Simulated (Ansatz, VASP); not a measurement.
**One calculation of Gd, two programs**

```
Gd
1.0
    -1.87400    1.87400    1.87400
     1.87400   -1.87400    1.87400
     1.87400    1.87400   -1.87400
Gd
1
Direct
  0.00000 0.00000 0.00000
```

Change from the starting cell: volume scaled by 0.85, LAPW.

Alike in both runs: task single point; functional PBEsol; k mesh 14 × 14 × 14; occupations fermi-dirac, width 0.08 eV; collinear spin.

|  | VASP | Ansatz |
| --- | --- | --- |
| version | VASP 6.6.1 | Ansatz 0.2.0 |
| potentials or method | VASP PAW PBE potentials, release 64 (Gd), cutoff 600 eV | all-electron LAPW, scalar-relativistic |

VASP gave:

| Item | Value |
| --- | --- |
| pressure (GPa) | 7.6 |
| net moment per atom (μB) | 7.57 |
| size of the moment on the site where the two differ most (μB) | 7.02 |

Which values does Ansatz return?

Pressure (GPa): 7.5; net moment per atom (μB): 7.57; size of the moment on the site where the two differ most (μB): 7.41.

VASP's potentials were made for PBE, not for PBEsol. Site moments also hang on the region over which each program counts them. Ansatz ran all-electron here, and VASP with PAW potentials.

Neither program's run includes spin-orbit coupling.
